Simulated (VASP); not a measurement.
Write the native input for VASP 6.6.1 that does the following.

| Property | Result |
| --- | --- |
| Task | relaxation of cell and atoms |
| Functional | PBE |
| Potentials or basis | VASP PAW PBE potentials, release 64 (Ni, N) |
| Cutoff | 600 eV |
| k mesh | 10 × 10 × 10 |
| Occupations | gaussian, width 0.1 eV |
| Spin | no spin polarisation |
| Dipole correction | no |
| Further INCAR settings | ALGO = Normal; EDIFF = 1e-06; IBRION = 2; EDIFFG = -0.01; NSW = 100; ISIF = 3 |

The structure of Ni3N4 lies in POSCAR:

```
Ni3N4
1.0
    3.9569093862      0.0000000000      0.0000000000
    0.0000000000      3.9569093862      0.0000000000
    0.0000000000      0.0000000000      3.9569093862
Ni N
3 4
Direct
    0.5000000000      0.5000000000      0.0000000000
    0.0000000000      0.5000000000      0.5000000000
    0.5000000000      0.0000000000      0.5000000000
    0.5000000000      0.5000000000      0.5000000000
    0.5000000000      0.0000000000      0.0000000000
    0.0000000000      0.5000000000      0.0000000000
    0.0000000000      0.0000000000      0.5000000000
```

The cell was built from a structure type or drawn by symmetry, and may not be a known phase.

These files were run (other wordings do the same):

INCAR

```
SYSTEM = Ni3N4
PREC = Accurate ; ENCUT = 600
EDIFF = 1E-6 ; ISMEAR = 0
SIGMA = 0.1 ; LREAL = .FALSE.
LASPH = .TRUE. ; NELM = 100
ALGO = Normal ; ISIF = 3
LWAVE = .FALSE. ; LCHARG = .FALSE.
GGA = PE ; IBRION = 2
NSW = 100 ; EDIFFG = -0.01
```

KPOINTS

```
regular mesh
0
G
  10 10 10
  0 0 0
```

Potentials or basis: VASP PAW PBE potentials, release 64 (Ni, N).

Launch:

```bash
$ cat potpaw_PBE.64/Ni/POTCAR potpaw_PBE.64/N/POTCAR > POTCAR
$ mpirun -np 1 vasp_std > vasp.out
```

It gave:

```json
{"Relaxed volume": "8.87 Å³/atom", "Relaxed cell": "a = 3.959 Å, b = 3.959 Å, c = 3.959 Å, α = 90.00°, β = 90.00°, γ = 90.00°", "Space group after relaxing (to 0.1 Å)": "Pm-3m (No. 221)", "Energy gained by relaxing": "0.5 meV/atom", "Ionic steps": "4", "Pressure after relaxing": "-0.1 GPa", "Band gap on the k mesh": "zero (bands 25 and 26 overlap by 1.92 eV)"}
```

Caveat: the run has no spin polarisation, though such a crystal can be magnetic.

Run time: 2.2 min on 1 thread of Intel(R) Xeon(R) Platinum 8559C (Emerald Rapids), on a shared host, peak memory 0.24 GiB.
